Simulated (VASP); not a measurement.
## MgSn4N: relaxation of cell and atoms with PBE

The system is MgSn4N.

```xyz
6
Lattice="0.0000 4.0182 4.0182 4.0182 0.0000 4.0182 4.0182 4.0182 0.0000" Properties=species:S:1:pos:R:3 pbc="T T T"
Mg    2.0091    2.0091    2.0091
Sn    5.0305    3.0059    3.0059
Sn    3.0059    5.0305    3.0059
Sn    3.0059    3.0059    5.0305
Sn    5.0305    5.0305    5.0305
N     0.0000    0.0000    0.0000
```

The cell was generated, and may not be a known phase.

| Item | Value |
| --- | --- |
| Program | VASP 6.6.1 |
| Task | relaxation of cell and atoms |
| Functional | PBE |
| Potentials or basis | VASP PAW PBE potentials, release 64 (Mg, Sn_d, N) |
| Cutoff | 600 eV |
| k mesh | 4 × 4 × 4 |
| Occupations | gaussian, width 0.1 eV |
| Spin | no spin polarisation |
| Dipole correction | no |
| Further INCAR settings | ALGO = Normal; EDIFF = 1e-06; IBRION = 2; EDIFFG = -0.04; NSW = 90; ISIF = 3 |

| Item | Value |
| --- | --- |
| Relaxed volume | 25.86 Å³/atom |
| Relaxed cell | a = 6.032 Å, b = 6.032 Å, c = 6.032 Å, α = 60.00°, β = 60.00°, γ = 60.00° |
| Space group after relaxing (to 0.1 Å) | F-43m (No. 216) |
| Energy gained by relaxing | 133.0 meV/atom |
| Ionic steps | 5 |
| Pressure after relaxing | -0.1 GPa |
| Largest force after relaxing | 0.005 eV/Å |
| Band gap on the k mesh | zero (an odd number of electrons rules out a gap without spin polarisation) |

Forces in eV/Å, atoms in the order of the input:
```
Mg   0.000  0.000  0.000
Sn  -0.003  0.003  0.003
Sn   0.003 -0.003  0.003
Sn   0.003  0.003 -0.003
Sn  -0.003 -0.003 -0.003
N    0.000  0.000  0.000
```

The path:
| step | energy change (eV) | largest force (eV/Å) | pressure (GPa) | volume (Å³) |
| --- | --- | --- | --- | --- |
| 1 | 0.0000 | 0.3857 | 12.00 | 129.76 |
| 2 | -0.7495 | 0.1340 | -1.86 | 162.60 |
| 3 | -0.7972 | 0.0854 | 0.15 | 154.51 |
| 4 | -0.7973 | 0.0904 | 0.00 | 155.04 |
| 5 | -0.7980 | 0.0050 | -0.05 | 155.16 |

Final structure:
```
Mg Sn N
1.0
     0.00000    4.26501    4.26501
     4.26501    0.00000    4.26501
     4.26501    4.26501    0.00000
Mg Sn N
1 4 1
Direct
  0.25000 0.25000 0.25000
  0.12447 0.62518 0.62518
  0.62518 0.12447 0.62518
  0.62518 0.62518 0.12447
  0.62518 0.62518 0.62518
  0.00000 0.00000 0.00000
```

Levels at points of the mesh, in eV from the Fermi level:
| k point | band 30 | band 31 | band 32 | band 33 | band 34 | band 35 |
| --- | --- | --- | --- | --- | --- | --- |
| (0.00, 0.00, 0.00) | -0.97 | -0.97 | -0.54 | -0.46 | -0.46 | -0.46 |
| (0.50, 0.00, 0.00) | -0.25 | -0.25 | 0.00 | 0.90 | 0.90 | 1.48 |
| (0.50, 0.50, 0.00) | -0.05 | 0.46 | 0.90 | 0.90 | 1.16 | 1.54 |

It took 100 s on 1 thread of Intel(R) Xeon(R) 6975P-C (Granite Rapids) (shared host), peak memory 0.36 GiB.

Caveat: the volume moved by over 15 % at a fixed basis, so the end points are rough; spin-orbit coupling is left out, which moves the levels of the heavy elements.
